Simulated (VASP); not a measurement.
The system is NiO.

```
Ni O
1.0
     0.00000    2.08590    2.08590
     2.08590    0.00000    2.08590
     2.08590    2.08590    0.00000
Ni O
1 1
Direct
  0.00000 0.00000 0.00000
  0.50000 0.50000 0.50000
```

Base run:

| Property | Result |
| --- | --- |
| Program | VASP 6.6.1 |
| Functional | PBEsol |
| Potentials or basis | VASP PAW PBE potentials, release 64 (Ni, O) |
| Cutoff | 520 eV |
| k mesh | 11 × 11 × 11 |
| Occupations | fermi-dirac, width 0.05 eV |
| Spin | collinear spin, ferromagnetic start |
| Starting moments | [1.0, 0.0] μB |
| Hubbard terms | Ni d U = 1.0 eV |

Its results: net moment 1.92 μB per cell; site moments Ni +1.59; O +0.30 μB.

Problem. The run is repeated on the same cell with these changes: hubbard terms from Ni d U = 1.0 eV to none. What comes out?

Solution. Net moment 1.34 μB per cell; site moments Ni +1.15; O +0.20 μB.

Caveats: a cell with one magnetic atom can't hold antiferromagnetic order, which such compounds often take.
